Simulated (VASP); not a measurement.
# AlSn (P-6m2) in VASP: single point with PBEsol

Aim: the single point of AlSn with PBEsol.

All numbers are computed with VASP 6.6.1; they aren't measurements. Logs are shortened: lines on timing, memory, paths and dates and some standing lists are left out, and cuts for length are marked.

**1. The cell of the first run**

The structure is hexagonal, space group P-6m2 (No. 187). Conventional cell: a = 4.236 Å, b = 4.236 Å, c = 3.237 Å, α = 90.00°, β = 90.00°, γ = 120.00°. Within 3.9 Å of Al (site symmetry -6m2) lie 6 Sn at 2.93 Å and 2 Al at 3.24 Å. Within 3.9 Å of Sn (site symmetry -6m2) lie 6 Al at 2.93 Å and 2 Sn at 3.24 Å.

**2. Single point, PBEsol (strained)**

INCAR

```
ALGO = Normal
EDIFF = 1E-7
ENCUT = 520
GGA = PS
ISIF = 2
ISMEAR = 0
LASPH = T
LCHARG = F
LREAL = F
LWAVE = F
NBANDS = 16
NELM = 80
PREC = Accurate
SIGMA = 0.1
```

KPOINTS

```
k-points
0
Gamma
  12 12 12
```

POSCAR

```
AlSn
1.0
    4.2358465852      0.0000000000      0.0000000000
   -2.1179232925      3.6683507492      0.0000000000
    0.0000000000      0.0000000000      3.2373701445
Al Sn
1 1
Direct
    0.0000000000      0.0000000000      0.0000000000
    0.3333333300      0.6666666700      0.5000000000
```

Potentials or basis: VASP PAW PBE potentials, release 64 (Al, Sn_d).

Command:

```bash
cat potpaw_PBE.64/Al/POTCAR potpaw_PBE.64/Sn_d/POTCAR > POTCAR
mpirun -np 1 vasp_std > vasp.out
```

OUTCAR:

```text
EDIFF = 1E-7
   ENCUT = 520
   GGA = PS
   ISIF = 2
   ISMEAR = 0
   LASPH = T
   LREAL = F
   NELM = 80
   PREC = Accurate

 ion  position               nearest neighbor table
   1  0.000  0.000  0.000-   2 2.93   2 2.93   2 2.93   2 2.93   2 2.93   2 2.93
   2  0.333  0.667  0.500-   1 2.93   1 2.93   1 2.93   1 2.93   1 2.93   1 2.93

  LATTYP: Found a hexagonal cell.
 ALAT       =     4.2358465852
 C/A-ratio  =     0.7642793664

  Lattice vectors:

 A1 = (   4.2358465852,   0.0000000000,   0.0000000000)
 A2 = (  -2.1179232925,   3.6683507492,   0.0000000000)
 A3 = (   0.0000000000,   0.0000000000,   3.2373701445)

Analysis of symmetry for initial positions (statically):
=====================================================================
 Subroutine PRICEL returns:
 Original cell was already a primitive cell.

 Routine SETGRP: Setting up the symmetry group for a
 hexagonal supercell.

 Subroutine GETGRP returns: Found 12 space group operations
 (whereof 12 operations were pure point group operations)
 out of a pool of 24 trial point group operations.

The static configuration has the point symmetry D_3h.

Analysis of symmetry for dynamics (positions and initial velocities):
=====================================================================
 Subroutine PRICEL returns:
 Original cell was already a primitive cell.

 Routine SETGRP: Setting up the symmetry group for a
 hexagonal supercell.

 Subroutine GETGRP returns: Found 12 space group operations
 (whereof 12 operations were pure point group operations)
 out of a pool of 24 trial point group operations.

The dynamic configuration has the point symmetry D_3h.

 Subroutine INISYM returns: Found 12 space group operations
 (whereof 12 operations are pure point group operations),
 and found     1 'primitive' translations

----------------------------------------------------------------------------------------

                                     Primitive cell

  volume of cell :      50.3041

  direct lattice vectors                    reciprocal lattice vectors
     4.235846585  0.000000000  0.000000000     0.236080316  0.136301034  0.000000000
    -2.117923292  3.668350749  0.000000000     0.000000000  0.272602068  0.000000000
     0.000000000  0.000000000  3.237370144     0.000000000  0.000000000  0.308892699

  length of vectors
     4.235846585  4.235846585  3.237370144     0.272602068  0.272602068  0.308892699

  position of ions in fractional coordinates (direct lattice)
     0.000000000  0.000000000  0.000000000
     0.333333330  0.666666670  0.500000000

[... 77 lines left out ...]
   LREAL  =      F    real-space projection
   EDIFFG = 0.1E-05   stopping-criterion for IOM
   NSW    =      0    number of steps for IOM
   IBRION =     -1    ionic relax: 0-MD 1-quasi-New 2-CG
   NFREE  =      0    steps in history (QN), initial steepest desc. (CG)
   ISIF   =      2    stress and relaxation
   ISYM   =      2    0-nonsym 1-usesym 2-fastsym
   POTIM  = 0.5000    time-step for ionic-motion
   TEBEG  =    0.0;   TEEND  =   0.0 temperature during run
   PSTRESS=    0.0 pullay stress
   NELECT =      17.0000    total number of electrons
   NUPDOWN=      -1.0000    fix difference up-down
   EMIN   =  10.00;   EMAX   =-10.00  energy-range for DOS
   EFERMI =   0.00;   METHOD = LEGACY
   ISMEAR =     0;   SIGMA  =   0.10  broadening in eV -4-tet -1-fermi 0-gaus
   EFERMI_NEDOS =   21; number of points for ismear=-14 and -15
   IALGO  =     38    algorithm
   IMIX   =      4    mixing-type and parameters
     AMIX     =   0.40;   BMIX     =  1.00
     AMIX_MAG =   1.60;   BMIX_MAG =  1.00
  volume/ion in A,a.u.               =      25.15       169.73
  Fermi-wavevector in a.u.,A,eV,Ry     =   1.140311  2.154875 17.691781  1.300309
  Thomas-Fermi vector in A             =   2.277013
   LORBIT       =      0    0 simple, 1 ext, 2 COOP (PROOUT), +10 PAW based schemes
   GGA     = PS    functional components
   LHFCALC =     F    Hartree Fock is set to
   AEXX    =    0.0000 exact exchange contribution
   IVDW    =     0    specifies the selected vdW correction
   LEPSILON=     F    determine dielectric tensor
   LRPA    =     F    only Hartree local field effects (RPA)
 non-spin polarized calculation
 Gauss-broadening in eV      SIGMA  =   0.10
  energy-cutoff  :      520.00
  volume of cell :       50.30
 maximum number of plane-waves:      1380
 NGX is ok and might be reduce to    32
   NGX = 15   NGY = 15   NGZ = 13

 number of electron      17.0000005 magnetization

 Free energy of the ion-electron system (eV)
  ---------------------------------------------------
  ext. energy  EPLUGINS =         0.00000000
  ---------------------------------------------------
  free energy    TOTEN  =        -7.95917903 eV

  energy without entropy =       -7.95359917  energy(sigma->0) =       -7.95638910

 E-fermi :   6.4058     XC(G=0):  -9.6884

 val. band max:        6.3920753780   @ k =   0.4167   0.1667   0.2500
 cond. band min:       6.4209583569   @ k =   0.0833   0.0833   0.1667
 fundamental gap:      0.0288829789
 Fermi energy:         6.4058421920

 k-point     1 :       0.0000    0.0000    0.0000
  band No.  band energies     occupation
      1     -14.9499      2.00000
      2     -14.8050      2.00000
      3     -14.8050      2.00000
      4     -14.7896      2.00000
      5     -14.7896      2.00000
      6      -4.1705      2.00000
[... 433 lines left out ...]
      3     -14.7994      2.00000
      4     -14.7963      2.00000
      5     -14.7903      2.00000
      6      -3.0132      2.00000
[... 8 lines left out ...]
     15      16.8183      0.00000
     16      17.0380      0.00000

 [... further k-points ...]

------------------------ aborting loop because EDIFF is reached ----------------------------------------

  FORCE on cell =-STRESS in cart. coord.  units (eV):
  Direction    XX          YY          ZZ          XY          YZ          ZX
  --------------------------------------------------------------------------------------
  -------------------------------------------------------------------------------------
  Total       -0.4816700     -0.4816700     -0.6426435     -0.0000000      0.0000000      0.0000000
  in kB      -15.3411088    -15.3411088    -20.4680874     -0.0000000      0.0000000      0.0000000
  external PRESSURE =     -17.0501017 kB  Pullay stress =       0.0000000 kB

 VOLUME and BASIS-vectors are now :
 -----------------------------------------------------------------------------
  energy-cutoff  :      520.00
  volume of cell :       50.30
      direct lattice vectors                 reciprocal lattice vectors
     4.235846585  0.000000000  0.000000000     0.236080316  0.136301034  0.000000000
    -2.117923292  3.668350749  0.000000000     0.000000000  0.272602068  0.000000000
     0.000000000  0.000000000  3.237370144     0.000000000  0.000000000  0.308892699

 POSITION                                       TOTAL-FORCE (eV/Angst)
 -----------------------------------------------------------------------------------
      0.00000      0.00000      0.00000        -0.000000      0.000000      0.000000
     -0.00000      2.44557      1.61869         0.000000     -0.000000      0.000000
 -----------------------------------------------------------------------------------
    total drift:                                0.000013     -0.000007     -0.000000

  FREE ENERGIE OF THE ION-ELECTRON SYSTEM (eV)
  ---------------------------------------------------
  free  energy   TOTEN  =        -7.9591790305 eV

  energy  without entropy=       -7.9535991662  energy(sigma->0) =       -7.95638910
```

stdout:

```text
POSCAR found type information on POSCAR AlSn
 POSCAR found :  2 types and       2 ions
 scaLAPACK will be used
 -----------------------------------------------------------------------------
|                                                                             |
|                                                                             |
|     You enforced a specific xc type in the INCAR file but a different       |
|     I HOPE YOU KNOW WHAT YOU ARE DOING!                                     |
|                                                                             |
 -----------------------------------------------------------------------------

 LDA part: xc-table for (Slater+PW92), standard interpolation
 POSCAR, INCAR and KPOINTS ok, starting setup
 FFT: planning ... GRIDC
 FFT: planning ... GRID_SOFT
 FFT: planning ... GRID
 WAVECAR not read
 entering main loop
```

Run time: 89 s. Hardware: 1 thread of Intel Xeon 8259CL, shared host; peak memory 0.24 GiB.

What came out:

```
Free energy            : -7.9592 eV
Pressure               : -1.7 GPa
Band gap on the k mesh : zero (an odd number of electrons rules out a gap without spin polarisation)
```

Stress tensor (GPa, compression positive):
```
-1.53  0.00  0.00
 0.00 -1.53  0.00
 0.00  0.00 -2.05
```

Levels at points of the mesh, in eV from the Fermi level:
| k point | band 5 | band 6 | band 7 | band 8 | band 9 | band 10 | band 11 | band 12 |
| --- | --- | --- | --- | --- | --- | --- | --- | --- |
| (0.00, 0.00, 0.00) | -21.20 | -10.58 | -0.49 | -0.49 | 0.34 | 2.90 | 2.90 | 3.06 |
| (0.50, 0.00, 0.00) | -21.19 | -8.82 | -6.47 | -2.04 | 0.36 | 4.83 | 6.88 | 7.50 |
| (0.00, 0.00, 0.50) | -21.14 | -7.37 | -6.20 | 2.60 | 2.60 | 3.50 | 3.50 | 3.50 |
| (0.50, 0.00, 0.50) | -21.13 | -5.72 | -4.29 | -3.18 | -2.32 | 1.12 | 2.34 | 3.60 |

Caveat: the cell differs from its parent crystal (strained); the PAW data sets were made with another functional, which shifts forces and pressure a little; spin-orbit coupling is left out, which moves the levels of the heavy elements.
